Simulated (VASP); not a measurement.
Mg12O (a cell with a defect): single point with LDA

Crystal: Mg12O (a cell with a defect).

```xyz
13
Lattice="6.4200 0.0000 0.0000 -4.8150 8.3398 0.0000 0.0000 0.0000 5.2130" Properties=species:S:1:pos:R:3 pbc="T T T"
Mg    0.0616    0.0254   -0.0377
Mg    0.0599    1.8353    2.6277
Mg   -1.5856    2.8461    0.0525
Mg   -1.5778    4.6344    2.6535
Mg   -3.1821    5.5383   -0.0051
Mg   -3.1960    7.4949    2.6551
Mg    3.1472    0.0207   -0.0065
Mg    3.1463    1.8299    2.6577
Mg    1.5905    2.7002   -0.0343
Mg    1.5792    4.6568    2.6239
Mg   -0.0237    5.5599   -0.0354
Mg   -0.0206    7.3498    2.5656
O     1.6036    0.9281    3.9179
```

* Program: VASP 6.6.1
* Task: single point
* Functional: LDA
* Potentials or basis: VASP PAW LDA potentials, release 64 (Mg, O)
* Cutoff: 520 eV
* k mesh: 3 × 2 × 3
* Occupations: gaussian, width 0.05 eV
* Spin: no spin polarisation
* Dipole correction: no
* Further INCAR settings: ALGO = Normal; EDIFF = 1e-06; NBANDS = 27

| Item | Value |
| --- | --- |
| Pressure | -3.5 GPa |
| Largest force | 0.043 eV/Å |
| Band gap on the k mesh | zero (band 15 reaches 2.88 eV, above the bottom of band 16 at 2.18 eV) |

Forces on the atoms (eV/Å):
```
Mg   0.015  0.009 -0.014
Mg   0.026 -0.019  0.028
Mg   0.004 -0.012 -0.004
Mg  -0.003  0.001  0.003
Mg   0.002  0.005  0.002
Mg  -0.004  0.005 -0.001
Mg  -0.021  0.017 -0.031
Mg  -0.015 -0.009  0.015
Mg   0.001 -0.003  0.001
Mg  -0.002 -0.005 -0.002
Mg  -0.002  0.001 -0.002
Mg  -0.004  0.011  0.007
O    0.002 -0.001 -0.003
```

Stress tensor (GPa, compression positive):
```
-4.26 -0.16 -0.08
-0.16 -3.96 -0.12
-0.08 -0.12 -2.40
```

Levels at points of the mesh, in eV from the Fermi level:
| k point | band 11 | band 12 | band 13 | band 14 | band 15 | band 16 | band 17 | band 18 | band 19 | band 20 |
| --- | --- | --- | --- | --- | --- | --- | --- | --- | --- | --- |
| (0.00, 0.00, 0.00) | -1.49 | -1.29 | -0.93 | -0.13 | 0.18 | 0.46 | 0.58 | 0.89 | 1.11 | 1.69 |
| (0.00, 0.50, 0.00) | -1.78 | -1.45 | -0.96 | -0.81 | -0.65 | -0.02 | 0.34 | 0.35 | 1.93 | 2.12 |

Run time: 65 s on 1 thread of Intel(R) Xeon(R) 6975P-C (Granite Rapids), on a shared host, peak memory 0.28 GiB.

Caveat: the k points lie up to 0.40 Å⁻¹ apart.
